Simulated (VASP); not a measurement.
Set up this calculation in VASP 6.6.1, as the native input.

- Task: single point
- Functional: LDA
- Potentials or basis: VASP PAW LDA potentials, release 64 (Hf_pv)
- Cutoff: 520 eV
- k mesh: 7 × 7 × 7
- Occupations: fermi-dirac, width 0.05 eV
- Spin: no spin polarisation
- Dipole correction: no
- Further INCAR settings: ALGO = Normal; EDIFF = 1e-06; NBANDS = 11

The structure of Hf lies in POSCAR:

```
Hf
1.0
    2.8232677204      0.0000000000      0.0000000000
    0.0000000000      2.8232677204      0.0000000000
    0.0000000000      0.0000000000      2.8232677204
Hf
1
Direct
    0.0000000000      0.0000000000      0.0000000000
```

The input as run:

INCAR

```
  ALGO = Normal
  EDIFF = 1E-6
  ENCUT = 520
  GGA = CA
  ISIF = 2
  ISMEAR = -1
  LASPH = True
  LCHARG = True
  LELF = True
  LREAL = False
  LVHAR = True
  LWAVE = False
  NBANDS = 11
  NELM = 100
  PREC = Accurate
  SIGMA = 0.05
```

KPOINTS

```
k-points
0
Gamma
  7 7 7
```

Potentials or basis: VASP PAW LDA potentials, release 64 (Hf_pv).

Command:

```sh
$ cat potpaw_LDA.64/Hf_pv/POTCAR > POTCAR
$ mpirun -np 1 vasp_std > vasp.out
```

It gave:

The pressure is -0.1 GPa. The band gap on the k mesh is zero (band 5 reaches 5.01 eV, above the bottom of band 6 at 2.59 eV).

Caveat: spin-orbit coupling is left out, which moves the levels of the heavy elements.

Wall time 10 s on 1 thread of Intel Xeon 8259CL (shared host), peak memory 0.13 GiB.
